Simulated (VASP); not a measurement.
Set up this calculation in VASP 6.6.1, as the native input.

- Task: relaxation of cell and atoms
- Functional: PBE
- Potentials or basis: VASP PAW PBE potentials, release 64 (Ta_pv, N)
- Cutoff: 600 eV
- k mesh: 6 × 6 × 6
- Occupations: gaussian, width 0.1 eV
- Spin: no spin polarisation
- Dipole correction: no
- Further INCAR settings: ALGO = Normal; EDIFF = 1e-06; IBRION = 2; EDIFFG = -0.04; NSW = 90; ISIF = 3

The structure of TaN lies in POSCAR:

```
TaN
1.0
   -2.3358360900      2.3358360900      2.0114767000
    2.3358360900     -2.3358360900      2.0114767000
    2.3358360900      2.3358360900     -2.0114767000
Ta N
2 2
Direct
    0.7500000000      0.2500000000      0.5000000000
    0.0000000000      0.0000000000      0.0000000000
    0.5000000000      0.5000000000      0.0000000000
    0.2500000000      0.7500000000      0.5000000000
```

These files were run (other wordings do the same):

INCAR

```
SYSTEM = TaN
PREC = Accurate ; ENCUT = 600
EDIFF = 1E-6 ; ISMEAR = 0
SIGMA = 0.1 ; LREAL = .FALSE.
LASPH = .TRUE. ; NELM = 80
ALGO = Normal ; ISIF = 3
LWAVE = .FALSE. ; LCHARG = .FALSE.
GGA = PE ; IBRION = 2
NSW = 90 ; EDIFFG = -0.04
```

KPOINTS

```
Automatic mesh
0
G
  6 6 6
  0 0 0
```

Potentials or basis: VASP PAW PBE potentials, release 64 (Ta_pv, N).

Command:

```console
$ cat potpaw_PBE.64/Ta_pv/POTCAR potpaw_PBE.64/N/POTCAR > POTCAR
$ mpirun -np 1 vasp_std > vasp.out
```

Results of the run:

- Relaxed volume: 14.65 Å³/atom
- Relaxed cell: a = 4.317 Å, b = 4.317 Å, c = 4.317 Å, α = 102.42°, β = 102.42°, γ = 124.73°
- Space group after relaxing (to 0.05 Å): I4_1/amd (No. 141)
- Energy gained by relaxing: 567.6 meV/atom
- Ionic steps: 9
- Pressure after relaxing: 0.0 GPa
- Band gap on the k mesh: zero (band 16 reaches 5.25 eV, above the bottom of band 17 at 3.53 eV)

Caveat: the volume moved by over 15 % at a fixed basis, so the end points are rough; spin-orbit coupling is left out, which moves the levels of the heavy elements.

Run time: 95 s on 1 thread of Intel(R) Xeon(R) 6975P-C (Granite Rapids), with other jobs on the host, peak memory 0.2 GiB.
